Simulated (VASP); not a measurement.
Set up this calculation in VASP 6.6.1, as the native input.

| Item | Value |
| --- | --- |
| Task | single point |
| Functional | PBE |
| Potentials or basis | VASP PAW PBE potentials, release 64 (Nb_sv, Te) |
| Cutoff | 520 eV |
| k mesh | 9 × 9 × 8 |
| Occupations | gaussian, width 0.1 eV |
| Spin | no spin polarisation |
| Dipole correction | no |
| Further INCAR settings | ALGO = Normal; EDIFF = 1e-06; NBANDS = 16 |

The structure of NbTe lies in POSCAR:

```
NbTe
1.0
    3.7517029302      0.0000000000      0.0000000000
   -1.8758514651      3.2490704973      0.0000000000
    0.0000000000      0.0000000000      3.7428246143
Nb Te
1 1
Direct
    0.0000000000      0.0000000000      0.5000000000
    0.6666666667      0.3333333333      0.0000000000
```

One way to write it, as run:

INCAR

```
SYSTEM = NbTe
PREC = Accurate
ENCUT = 520
EDIFF = 1E-6
ISMEAR = 0
SIGMA = 0.1
LREAL = .FALSE.
LASPH = .TRUE.
NELM = 100
ALGO = Normal
ISIF = 2
LWAVE = .FALSE.
LCHARG = .TRUE.
GGA = PE
LELF = .TRUE.
LVHAR = .TRUE.
NBANDS = 16
```

KPOINTS

```
regular mesh
0
G
  9 9 8
  0 0 0
```

Potentials or basis: VASP PAW PBE potentials, release 64 (Nb_sv, Te).

Launch:

```console
$ cat potpaw_PBE.64/Nb_sv/POTCAR potpaw_PBE.64/Te/POTCAR > POTCAR
$ mpirun -np 1 vasp_std > vasp.out
```

Results of the run:

```yaml
Pressure: -5.0 GPa
Band_gap_on_the_k_mesh: zero (an odd number of electrons rules out a gap without spin polarisation)
```

Caveat: the cell stands under tension; spin-orbit coupling is left out, which moves the levels of the heavy elements.

Run time: 26 s on 1 thread of AMD EPYC 7R13 Processor (Zen 3), on a shared host, peak memory 0.16 GiB.
